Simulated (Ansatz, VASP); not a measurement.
Au in VASP and in Ansatz

Contents of POSCAR:

```
Au
1.0
   -1.6704417415      1.6704417415      1.6376879819
    1.6704417415     -1.6704417415      1.6376879819
    1.6049342223      1.6049342223     -1.6376879819
Au
1
Direct
    0.0000000000      0.0000000000      0.0000000000
```

File INCAR.step1:

```
SYSTEM = Au
ALGO     = Normal         ! electronic algorithm
EDIFF    = 1E-4           ! SCF threshold, eV
ENCUT    = 520            ! plane-wave cutoff, eV
GGA      = PE             ! functional
ISMEAR   = 0              ! smearing method
LASPH    = .True.         ! aspherical terms in the spheres
LCHARG   = .False.        ! write CHGCAR
LREAL    = .False.        ! projectors in reciprocal space
LWAVE    = .True.         ! write WAVECAR
NBANDS   = 12             ! bands
NELM     = 60             ! most SCF steps
PREC     = Accurate       ! precision mode
SIGMA    = 0.15           ! smearing width, eV
```

Contents of INCAR.step2:

```
SYSTEM = Au
ALGO     = Normal         ! electronic algorithm
EDIFF    = 1E-6           ! SCF threshold, eV
ENCUT    = 520            ! plane-wave cutoff, eV
ISIF     = 2              ! what is computed and relaxed
ISMEAR   = 0              ! smearing method
ISTART   = 1            
LASPH    = .True.         ! aspherical terms in the spheres
LCHARG   = .False.        ! write CHGCAR
LMIXTAU  = .True.       
LREAL    = .False.        ! projectors in reciprocal space
LWAVE    = .False.        ! write WAVECAR
METAGGA  = R2SCAN         ! meta-GGA
NBANDS   = 12             ! bands
NELM     = 60             ! most SCF steps
PREC     = Accurate       ! precision mode
SIGMA    = 0.15           ! smearing width, eV
```

File KPOINTS:

```
k-points
0
Gamma
  26 26 26
  0 0 0
```

Input for Ansatz:

```yaml
crystal:
  lattice:
    - [-1.6704417415, 1.6704417415, 1.6376879819]
    - [1.6704417415, -1.6704417415, 1.6376879819]
    - [1.6049342223, 1.6049342223, -1.6376879819]
  atoms:
    - { symbol: Au, position: [0.0, 0.0, 0.0] }
basis:
  ecutwfc: 500
kpoints:
  mp_grid: { grid: [26, 26, 26] }
hamiltonian:
  xc: r2scan
scf:
  occupations: { method: gaussian, width: 0.15 }
output:
  forces: true
  stress: true
  eigenvalues: true
  write_density: true
  write_potential: true
  elf: true
  volumetric_format: npy
```

Change from the starting cell: strain -0.0400 x Voigt [0, 0, 0, 0, 0, 1], atoms carried along.

Alike in both runs: task single point; functional r2SCAN; k mesh 26 × 26 × 26; occupations gaussian, width 0.15 eV; no spin polarisation.

|  | VASP | Ansatz |
| --- | --- | --- |
| version | VASP 6.6.1 | Ansatz 0.2.0 |
| potentials or method | VASP PAW PBE potentials, release 64 (Au), cutoff 520 eV | scalar-relativistic, plane waves, PAW |
| valence electrons in the cell | 11 | 19 |

```tsv
	VASP	Ansatz	Ansatz less VASP
gap on the k mesh at the Fermi level (eV)	none	none	-
pressure (GPa)	0.9	0.7	-0.28
traceless stress, the component that is largest in VASP (GPa)	2.45	2.40	-0.050
```

VASP's potentials were made for PBE, not for r2SCAN. A gap of «none» marks a metal or a gap that the smearing closes. VASP's potentials hold 11 valence electrons a cell and Ansatz's 19, so a difference there can come from the potentials and not from the codes.

Spin-orbit coupling is off throughout.
